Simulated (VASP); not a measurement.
## Nb4GaSe8: single point with LDA

Nb4GaSe8:

```
Nb Ga Se
1.0
     0.00000    5.21000    5.21000
     5.21000    0.00000    5.21000
     5.21000    5.21000    0.00000
Nb Ga Se
4 1 8
Direct
  0.39690 0.39690 0.39690
  0.80930 0.39690 0.39690
  0.39690 0.39690 0.80930
  0.39690 0.80930 0.39690
  0.00000 0.00000 0.00000
  0.63570 0.63570 0.63570
  0.09290 0.63570 0.63570
  0.63570 0.63570 0.09290
  0.63570 0.09290 0.63570
  0.13440 0.13440 0.13440
  0.59680 0.13440 0.13440
  0.13440 0.13440 0.59680
  0.13440 0.59680 0.13440
```

- Program: VASP 6.6.1
- Task: single point
- Functional: LDA
- Potentials or basis: VASP PAW LDA potentials, release 64 (Nb_sv, Ga_d, Se)
- Cutoff: 520 eV
- k mesh: 3 × 3 × 3
- Occupations: methfessel-paxton, width 0.1 eV
- Spin: no spin polarisation
- Dipole correction: no
- Further INCAR settings: ALGO = Normal; EDIFF = 1e-06; NBANDS = 68

- Pressure: -3.8 GPa
- Largest force: 0.353 eV/Å

Forces in eV/Å, atoms in the order of the input:
```
Nb   0.079  0.079  0.079
Nb   0.079 -0.079 -0.079
Nb  -0.079 -0.079  0.079
Nb  -0.079  0.079 -0.079
Ga   0.000  0.000  0.000
Se  -0.204 -0.204 -0.204
Se  -0.204  0.204  0.204
Se   0.204  0.204 -0.204
Se   0.204 -0.204  0.204
Se   0.132  0.132  0.132
Se   0.132 -0.132 -0.132
Se  -0.132 -0.132  0.132
Se  -0.132  0.132 -0.132
```

Levels at points of the mesh, in eV from the Fermi level:
| k point | band 52 | band 53 | band 54 | band 55 | band 56 | band 57 | band 58 | band 59 | band 60 | band 61 |
| --- | --- | --- | --- | --- | --- | --- | --- | --- | --- | --- |
| (0.00, 0.00, 0.00) | -1.09 | -1.09 | -0.98 | -0.98 | -0.98 | 0.07 | 0.07 | 0.07 | 0.71 | 2.17 |

It took 83 s on 1 thread of Intel(R) Xeon(R) 6975P-C (Granite Rapids), with other jobs on the host, peak memory 0.36 GiB.
